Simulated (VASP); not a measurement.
# Ir (I4/mmm) in VASP: notebook

Runs on Ir. Level: r2SCAN. Tasks: single point.

All numbers are computed with VASP 6.6.1; they aren't measurements. Logs are shortened: lines on timing, memory, paths and dates and some standing lists are left out, and cuts for length are marked.

### Step 1. The cell of the first run

It takes space group I4/mmm (No. 139, tetragonal). Conventional cell: a = 2.674 Å, b = 2.674 Å, c = 3.839 Å, α = 90.00°, β = 90.00°, γ = 90.00°. Within 3.5 Å of Ir (site symmetry 4/mmm) lie 12 Ir at 2.67 to 2.69 Å.

### Step 2. Single point, r2SCAN (strain -0.015 along x and y, +0.000 along z)

Contents of POSCAR:

```
Ir
1.0
    0.0000000000      1.8909045000      1.9197000000
    1.8909045000      0.0000000000      1.9197000000
    1.8909045000      1.8909045000      0.0000000000
Ir
1
Direct
    0.0000000000      0.0000000000      0.0000000000
```

Contents of INCAR.step1:

```
PREC = Accurate
ENCUT = 520
ISMEAR = 0
SIGMA = 0.15
LREAL = F
LASPH = T
NELM = 100
NBANDS = 10
GGA = PE
ALGO = Normal
EDIFF = 1E-4
LWAVE = T
LCHARG = F
```

Contents of INCAR.step2:

```
PREC = Accurate
ENCUT = 520
EDIFF = 1E-7
ISMEAR = 0
SIGMA = 0.15
LREAL = F
LASPH = T
NELM = 100
ALGO = Normal
ISIF = 2
LWAVE = F
LCHARG = F
METAGGA = R2SCAN
LMIXTAU = T
NBANDS = 10
ISTART = 1
```

Contents of KPOINTS:

```
Automatic mesh
0
Gamma
  22 22 22
```

Potentials or basis: VASP PAW PBE potentials, release 64 (Ir).

Command:

```console
$ cat potpaw_PBE.64/Ir/POTCAR > POTCAR
$ cp INCAR.step1 INCAR
$ mpirun -np 1 vasp_std > vasp.out
$ cp INCAR.step2 INCAR
$ mpirun -np 1 vasp_std > vasp.out
```

OUTCAR:

```text
PREC = Accurate
   ENCUT = 520
   EDIFF = 1E-7
   ISMEAR = 0
   LREAL = F
   LASPH = T
   NELM = 100
   ISIF = 2
   METAGGA = R2SCAN
   ISTART = 1

 ion  position               nearest neighbor table
   1  0.000  0.000  0.000-

  LATTYP: Found a body centered tetragonal cell.
 ALAT       =     2.6741427891
 C/A-ratio  =     1.4357498095

  Lattice vectors:

 A1 = (  -1.8909045000,   0.0000000000,   1.9197000000)
 A2 = (   1.8909045000,   0.0000000000,   1.9197000000)
 A3 = (   0.0000000000,   1.8909045000,  -1.9197000000)

Analysis of symmetry for initial positions (statically):
=====================================================================
 Subroutine PRICEL returns:
 Original cell was already a primitive cell.

 Routine SETGRP: Setting up the symmetry group for a
 body centered tetragonal supercell.

 Subroutine GETGRP returns: Found 16 space group operations
 (whereof 16 operations were pure point group operations)
 out of a pool of 16 trial point group operations.

The static configuration has the point symmetry D_4h.

Analysis of symmetry for dynamics (positions and initial velocities):
=====================================================================
 Subroutine PRICEL returns:
 Original cell was already a primitive cell.

 Routine SETGRP: Setting up the symmetry group for a
 body centered tetragonal supercell.

 Subroutine GETGRP returns: Found 16 space group operations
 (whereof 16 operations were pure point group operations)
 out of a pool of 16 trial point group operations.

The dynamic configuration has the point symmetry D_4h.

 Subroutine INISYM returns: Found 16 space group operations
 (whereof 16 operations are pure point group operations),
 and found     1 'primitive' translations

----------------------------------------------------------------------------------------

                                     Primitive cell

  volume of cell :      13.7279

  direct lattice vectors                    reciprocal lattice vectors
     0.000000000  1.890904500  1.919700000    -0.264423719  0.264423719  0.260457363
     1.890904500  0.000000000  1.919700000     0.264423719 -0.264423719  0.260457363
     1.890904500  1.890904500  0.000000000     0.264423719  0.264423719 -0.260457363

  length of vectors
     2.694581214  2.694581214  2.674142789     0.455716847  0.455716847  0.455716847

  position of ions in fractional coordinates (direct lattice)
     0.000000000  0.000000000  0.000000000

  ion indices of the primitive-cell ions
   primitive index   ion index
                 1           1

----------------------------------------------------------------------------------------

 KPOINTS: Automatic mesh

Automatic generation of k-mesh.
 Grid dimensions read from file:
 generate k-points for:   22   22   22

 Generating k-lattice:

  Cartesian coordinates                     Fractional coordinates (reciprocal lattice)
    -0.012019260  0.012019260  0.011838971     0.045454545  0.000000000  0.000000000
     0.012019260 -0.012019260  0.011838971     0.000000000  0.045454545  0.000000000
     0.012019260  0.012019260 -0.011838971    -0.000000000 -0.000000000  0.045454545

  Length of vectors
     0.020714402  0.020714402  0.020714402

  Shift w.r.t. Gamma in fractional coordinates (k-lattice)
     0.000000000  0.000000000  0.000000000

 Subroutine IBZKPT returns following result:
 ===========================================

 Found    834 irreducible k-points:

 Following reciprocal coordinates:
            Coordinates               Weight
  0.000000  0.000000  0.000000      1.000000
  0.045455  0.000000  0.000000      8.000000
  0.090909  0.000000  0.000000      8.000000
  0.136364  0.000000  0.000000      8.000000
  0.181818 -0.000000  0.000000      8.000000
  0.227273  0.000000  0.000000      8.000000
[... 16 lines left out ...]
  0.500000  0.045455  0.000000      8.000000
 -0.454545  0.045455  0.000000      8.000000
 [... further k-points ...]
   k-points           NKPTS =    834   k-points in BZ     NKDIM =    834   number of bands    NBANDS=     10
   number of dos      NEDOS =    301   number of ions     NIONS =      1
   total plane-waves  NPLWV =   8000
   dimension x,y,z NGX =    20 NGY =   20 NGZ =   20
   dimension x,y,z NGXF=    40 NGYF=   40 NGZF=   40
   ions per type =               1
   NGX,Y,Z   is equivalent  to a cutoff of  12.34, 12.34, 12.43 a.u.
   NGXF,Y,Z  is equivalent  to a cutoff of  24.68, 24.68, 24.87 a.u.
 SYSTEM =  unknown system
   PREC   = accura    normal or accurate (medium, high low for compatibility)
   ISTART =      1    job   : 0-new  1-cont  2-samecut
   ICHARG =      0    charge: 1-file 2-atom 10-const
   ISPIN  =      1    spin polarized calculation?
   LNONCOLLINEAR =      F non collinear calculations
   LSORBIT =      F    spin-orbit coupling
   LASPH  =      T    aspherical Exc in radial PAW
   ENCUT  =  520.0 eV  38.22 Ry    6.18 a.u.   5.01  5.01  4.97*2*pi/ulx,y,z
   NELM   =    100;   NELMIN=  2; NELMDL=  0     # of ELM steps
   EDIFF  = 0.1E-06   stopping-criterion for ELM
   LREAL  =      F    real-space projection
   EDIFFG = 0.1E-05   stopping-criterion for IOM
   NSW    =      0    number of steps for IOM
   IBRION =     -1    ionic relax: 0-MD 1-quasi-New 2-CG
   NFREE  =      0    steps in history (QN), initial steepest desc. (CG)
   ISIF   =      2    stress and relaxation
   ISYM   =      2    0-nonsym 1-usesym 2-fastsym
   POTIM  = 0.5000    time-step for ionic-motion
   TEBEG  =    0.0;   TEEND  =   0.0 temperature during run
   PSTRESS=    0.0 pullay stress
   NELECT =       9.0000    total number of electrons
   NUPDOWN=      -1.0000    fix difference up-down
   EMIN   =  10.00;   EMAX   =-10.00  energy-range for DOS
   EFERMI =   0.00;   METHOD = LEGACY
   ISMEAR =     0;   SIGMA  =   0.15  broadening in eV -4-tet -1-fermi 0-gaus
   EFERMI_NEDOS =   21; number of points for ismear=-14 and -15
   IALGO  =     38    algorithm
   IMIX   =      4    mixing-type and parameters
     AMIX     =   0.40;   BMIX     =  1.00
     AMIX_MAG =   1.60;   BMIX_MAG =  1.00
  volume/ion in A,a.u.               =      13.73        92.64
  Fermi-wavevector in a.u.,A,eV,Ry     =   1.422181  2.687532 27.519120  2.022598
  Thomas-Fermi vector in A             =   2.542912
   LORBIT       =      0    0 simple, 1 ext, 2 COOP (PROOUT), +10 PAW based schemes
   METAGGA = R2SCAN    functional components
   LHFCALC =     F    Hartree Fock is set to
   AEXX    =    0.0000 exact exchange contribution
   IVDW    =     0    specifies the selected vdW correction
   LEPSILON=     F    determine dielectric tensor
   LRPA    =     F    only Hartree local field effects (RPA)
 non-spin polarized calculation
 Gauss-broadening in eV      SIGMA  =   0.15
  energy-cutoff  :      520.00
  volume of cell :       13.73
 maximum number of plane-waves:       382
   NGX =  9   NGY =  9   NGZ =  9

 number of electron       9.0000001 magnetization

 Free energy of the ion-electron system (eV)
  ---------------------------------------------------
  ext. energy  EPLUGINS =         0.00000000
  ---------------------------------------------------
  free energy    TOTEN  =       -52.33627455 eV

  energy without entropy =      -52.32483829  energy(sigma->0) =      -52.33055642

 E-fermi :  10.6861     XC(G=0): -15.5372

 val. band max:       10.6857663809   @ k =   0.3182   0.1364   0.0909
 cond. band min:      10.6862272848   @ k =  -0.1818   0.1364   0.0000
 fundamental gap:      0.0004609038
 Fermi energy:        10.6860532916

 k-point     1 :       0.0000    0.0000    0.0000
  band No.  band energies     occupation
      1      -1.1572      2.00000
      2       6.3774      2.00000
      3       6.5942      2.00000
      4       6.5942      2.00000
      5       9.2257      2.00000
      6       9.5108      2.00000
      7      25.7464      0.00000
      8      31.4538      0.00000
      9      31.9702      0.00000
     10      31.9702      0.00000

 k-point     2 :       0.0455    0.0000    0.0000
  band No.  band energies     occupation
      1      -1.0575      2.00000
      2       6.3800      2.00000
      3       6.5801      2.00000
      4       6.6385      2.00000
      5       9.1990      2.00000
      6       9.4788      2.00000
      7      25.9207      0.00000
      8      31.1916      0.00000
      9      31.8632      0.00000
     10      32.1348      0.00000

 k-point     3 :       0.0909    0.0000    0.0000
  band No.  band energies     occupation
      1      -0.7654      2.00000
      2       6.2908      2.00000
      3       6.6391      2.00000
      4       6.7606      2.00000
      5       9.1354      2.00000
      6       9.3980      2.00000
      7      26.4147      0.00000
      8      30.1020      0.00000
      9      32.2723      0.00000
     10      32.6178      0.00000

 k-point     4 :       0.1364    0.0000    0.0000
  band No.  band energies     occupation
      1      -0.3041      2.00000
      2       6.1089      2.00000
      3       6.7790      2.00000
      4       6.9255      2.00000
      5       9.0864      2.00000
      6       9.3162      2.00000
      7      27.1271      0.00000
      8      28.8082      0.00000
      9      33.0246      0.00000
     10      33.3880      0.00000
[... 222 lines left out ...]
 k-point    22 :       0.4545    0.0455    0.0000
  band No.  band energies     occupation
      1       2.0532      2.00000
      2       6.2071      2.00000
      3       6.6092      2.00000
      4       8.9469      2.00000
      5      11.5769      0.00000
      6      11.7936      0.00000
      7      19.4970      0.00000
      8      25.7514      0.00000
      9      32.0186      0.00000
     10      32.2108      0.00000

 k-point    23 :       0.5000    0.0455    0.0000
  band No.  band energies     occupation
      1       2.0425      2.00000
      2       6.1678      2.00000
      3       6.5462      2.00000
      4       9.4637      2.00000
      5      11.6502      0.00000
      6      12.1917      0.00000
      7      18.7173      0.00000
      8      25.5421      0.00000
      9      31.5790      0.00000
     10      31.8502      0.00000

 k-point    24 :      -0.4545    0.0455    0.0000
  band No.  band energies     occupation
      1       2.0459      2.00000
      2       6.1927      2.00000
      3       6.5437      2.00000
      4       9.3660      2.00000
      5      11.5047      0.00000
      6      12.2380      0.00000
      7      18.8754      0.00000
      8      25.5843      0.00000
      9      31.4225      0.00000
     10      32.1635      0.00000

 [... further k-points ...]
[... 5 lines left out ...]
  --------------------------------------------------------------------------------------
  -------------------------------------------------------------------------------------
  Total        1.6523847      1.6523847      1.1122865      0.0000000      0.0000000      0.0000000
  in kB      192.8498003    192.8498003    129.8149418      0.0000000      0.0000000      0.0000000
  external PRESSURE =     171.8381808 kB  Pullay stress =       0.0000000 kB

 VOLUME and BASIS-vectors are now :
 -----------------------------------------------------------------------------
  energy-cutoff  :      520.00
  volume of cell :       13.73
      direct lattice vectors                 reciprocal lattice vectors
     0.000000000  1.890904500  1.919700000    -0.264423719  0.264423719  0.260457363
     1.890904500  0.000000000  1.919700000     0.264423719 -0.264423719  0.260457363
     1.890904500  1.890904500  0.000000000     0.264423719  0.264423719 -0.260457363

 POSITION                                       TOTAL-FORCE (eV/Angst)
 -----------------------------------------------------------------------------------
      0.00000      0.00000      0.00000         0.000000      0.000000      0.000000
 -----------------------------------------------------------------------------------
    total drift:                                0.000000     -0.000000     -0.000000

  FREE ENERGIE OF THE ION-ELECTRON SYSTEM (eV)
  ---------------------------------------------------
  free  energy   TOTEN  =       -52.3362745467 eV

  energy  without entropy=      -52.3248382886  energy(sigma->0) =      -52.33055642
```

Wall time 4.2 min (1 thread of Intel Xeon 6975P-C (Granite Rapids), shared host); peak memory 0.23 GiB.

Results:

```
Free energy : -52.3363 eV
Pressure    : 17.2 GPa
```

Stress tensor (GPa, compression positive):
```
19.28  0.00  0.00
 0.00 19.28  0.00
 0.00  0.00 12.98
```

Caveat: the cell differs from its parent crystal (strain -0.015 along x and y, +0.000 along z); the PAW data sets were made with another functional, which shifts forces and pressure a little; spin-orbit coupling is left out, which moves the levels of the heavy elements.

### Step 3. Single point, r2SCAN (strain +0.000 along x and y, +0.030 along z)

Contents of POSCAR:

```
Ir
1.0
    0.0000000000      1.9197000000      1.9772910000
    1.9197000000      0.0000000000      1.9772910000
    1.9197000000      1.9197000000      0.0000000000
Ir
1
Direct
    0.0000000000      0.0000000000      0.0000000000
```

Contents of INCAR.step1:

```
SYSTEM = Ir
PREC = Accurate ; ENCUT = 520
ISMEAR = 0 ; SIGMA = 0.15
LREAL = .False. ; LASPH = .True.
NELM = 60 ; NBANDS = 10
GGA = PE ; ALGO = Normal
EDIFF = 1E-4 ; LWAVE = .True.
LCHARG = .False.
```

Contents of INCAR.step2:

```
SYSTEM = Ir
PREC = Accurate ; ENCUT = 520
EDIFF = 1E-7 ; ISMEAR = 0
SIGMA = 0.15 ; LREAL = .False.
LASPH = .True. ; NELM = 60
ALGO = Normal ; ISIF = 2
LWAVE = .False. ; LCHARG = .False.
METAGGA = R2SCAN ; LMIXTAU = .True.
NBANDS = 10 ; ISTART = 1
```

Contents of KPOINTS:

```
regular mesh
0
Gamma
  22 22 22
  0 0 0
```

Potentials or basis: VASP PAW PBE potentials, release 64 (Ir).

Command:

```console
$ cat potpaw_PBE.64/Ir/POTCAR > POTCAR
$ cp INCAR.step1 INCAR
$ mpirun -np 1 vasp_std > vasp.out
$ cp INCAR.step2 INCAR
$ mpirun -np 1 vasp_std > vasp.out
```

Run time: 3.7 min. Hardware: 1 thread of Intel Xeon 6975P-C (Granite Rapids), shared host; peak memory 0.24 GiB.

Results (log left out):

```
Free energy : -52.3533 eV
Pressure    : -6.6 GPa
```

Stress tensor (GPa, compression positive):
```
 -3.11   0.00   0.00
  0.00  -3.11   0.00
  0.00   0.00 -13.61
```

Levels at points of the mesh, in eV from the Fermi level:
| k point | band 1 | band 2 | band 3 | band 4 | band 5 | band 6 | band 7 | band 8 |
| --- | --- | --- | --- | --- | --- | --- | --- | --- |
| (0.00, 0.00, 0.00) | -11.18 | -4.05 | -3.66 | -3.66 | -1.48 | -0.96 | 15.20 | 20.27 |
| (0.50, 0.00, 0.00) | -8.07 | -4.14 | -3.74 | -0.59 | 0.81 | 1.01 | 7.39 | 14.79 |
| (0.50, 0.50, 0.00) | -7.86 | -7.25 | 0.85 | 1.39 | 1.49 | 1.49 | 10.14 | 12.59 |
| (0.50, 0.00, 0.50) | -7.82 | -7.27 | 0.79 | 1.33 | 1.72 | 2.03 | 10.97 | 11.88 |

Caveat: the cell differs from its parent crystal (strain +0.000 along x and y, +0.030 along z); the PAW data sets were made with another functional, which shifts forces and pressure a little; spin-orbit coupling is left out, which moves the levels of the heavy elements.

### Step 4. Single point, r2SCAN (strain +0.030 along x and y, +0.000 along z)

Contents of POSCAR:

```
Ir
1.0
    0.0000000000      1.9772910000      1.9197000000
    1.9772910000      0.0000000000      1.9197000000
    1.9772910000      1.9772910000      0.0000000000
Ir
1
Direct
    0.0000000000      0.0000000000      0.0000000000
```

Contents of INCAR.step1:

```
SYSTEM = Ir
ALGO = Normal ; EDIFF = 1E-4
ENCUT = 520 ; GGA = PE
ISMEAR = 0 ; LASPH = .True.
LCHARG = .False. ; LREAL = .False.
LWAVE = .True. ; NBANDS = 10
NELM = 60 ; PREC = Accurate
SIGMA = 0.15
```

Contents of INCAR.step2:

```
SYSTEM = Ir
ALGO = Normal ; EDIFF = 1E-6
ENCUT = 520 ; ISIF = 2
ISMEAR = 0 ; ISTART = 1
LASPH = .True. ; LCHARG = .False.
LMIXTAU = .True. ; LREAL = .False.
LWAVE = .False. ; METAGGA = R2SCAN
NBANDS = 10 ; NELM = 60
PREC = Accurate ; SIGMA = 0.15
```

Contents of KPOINTS:

```
k-points
0
Gamma
  22 22 22
  0 0 0
```

Command:

```console
$ cat potpaw_PBE.64/Ir/POTCAR > POTCAR
$ cp INCAR.step1 INCAR
$ mpirun -np 1 vasp_std > vasp.out
$ cp INCAR.step2 INCAR
$ mpirun -np 1 vasp_std > vasp.out
```

It took 3.8 min on 1 thread of Intel Xeon 6975P-C (Granite Rapids), shared host; peak memory 0.25 GiB.

Results (log left out):

| Quantity | Value |
| --- | --- |
| Free energy | -52.3223 eV |
| Pressure | -16.0 GPa |

Stress tensor (GPa, compression positive):
```
-19.10   0.00   0.00
  0.00 -19.10   0.00
  0.00   0.00  -9.73
```

Levels at points of the mesh, in eV from the Fermi level:
```tsv
k point	band 1	band 2	band 3	band 4	band 5	band 6	band 7	band 8	band 9
(0.00, 0.00, 0.00)	-10.85	-3.74	-3.74	-3.37	-1.41	-0.94	15.26	20.45	20.45
(0.50, 0.00, 0.00)	-7.76	-3.95	-3.56	-0.51	0.75	0.96	7.09	14.84	20.02
(0.50, 0.50, 0.00)	-7.46	-6.97	0.74	1.46	1.46	2.24	10.82	11.70	11.70
(0.50, 0.00, 0.50)	-7.51	-6.93	0.76	1.25	1.59	1.61	10.03	12.12	12.40
```

Caveat: the cell differs from its parent crystal (strain +0.030 along x and y, +0.000 along z); the PAW data sets were made with another functional, which shifts forces and pressure a little; spin-orbit coupling is left out, which moves the levels of the heavy elements.

### Step 5. Summary

```csv
cell,gap on the mesh (eV),pressure (GPa)
"a = 2.695, b = 2.695, c = 2.674 Å, angles 60.3, 60.3, 59.5°, 1 atom",none,17.2
"a = 2.756, b = 2.756, c = 2.715 Å, angles 60.5, 60.5, 59.0°, 1 atom",none,-6.6
"a = 2.756, b = 2.756, c = 2.796 Å, angles 59.5, 59.5, 61.0°, 1 atom",none,-16.0
```

Alike in all rows: task single point; level r2SCAN; potentials or basis VASP PAW PBE potentials, release 64 (Ir); no spin polarisation; k mesh 22 × 22 × 22; cutoff (eV) 520; smearing gaussian 0.15 eV.

Caveats: the PAW data sets were made with another functional, which shifts forces and pressure a little; spin-orbit coupling is left out, which moves the levels of the heavy elements.

Absolute energies hang on the potentials; compare differences alone.
